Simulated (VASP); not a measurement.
Runs of VASP 6.6.1 on Ru. The structure is that of space group P6_3/mmc (No. 194), or close to it. The cells are those of the table. 

| cell | k mesh | smearing | gap on the mesh (eV) | pressure (GPa) |
| --- | --- | --- | --- | --- |
| a = 2.674, b = 2.674, c = 4.227 Å, angles 90.0, 90.0, 120.0°, 2 atoms | 18 × 18 × 10 | gaussian 0.1 eV | none | (b) |
| a = 2.702, b = 2.702, c = 4.266 Å, angles 90.0, 90.0, 120.0°, 2 atoms | 15 × 15 × 8 | gaussian 0.1 eV | none | (a) |
| a = 2.758, b = 2.758, c = 4.341 Å, angles 90.0, 90.0, 120.0°, 2 atoms | 18 × 18 × 10 | gaussian 0.1 eV | none | -17.0 |
| a = 2.702, b = 2.702, c = 4.266 Å, angles 90.0, 90.0, 120.0°, 2 atoms | 24 × 24 × 14 | gaussian 0.15 eV | none | 0.2 |
| a = 2.730, b = 2.730, c = 4.304 Å, angles 90.0, 90.0, 120.0°, 2 atoms | 18 × 18 × 10 | gaussian 0.1 eV | none | -9.2 |

Alike in all rows: task single point; level r2SCAN; potentials or basis VASP PAW PBE potentials, release 64 (Ru_sv); no spin polarisation; cutoff (eV) 620.

**Question.** Fill in the values left out.

**Answer.** (a) 0.1; (b) 11.2.

Caveats: the PAW data sets were made with another functional, which shifts forces and pressure a little; the cell stands under tension (at least some runs); the cell stands under pressure (at least some runs).

A k mesh can miss the band edges, and the runs leave out spin-orbit coupling on Ru.

A gap of «none» marks levels without a gap at the run's occupations.
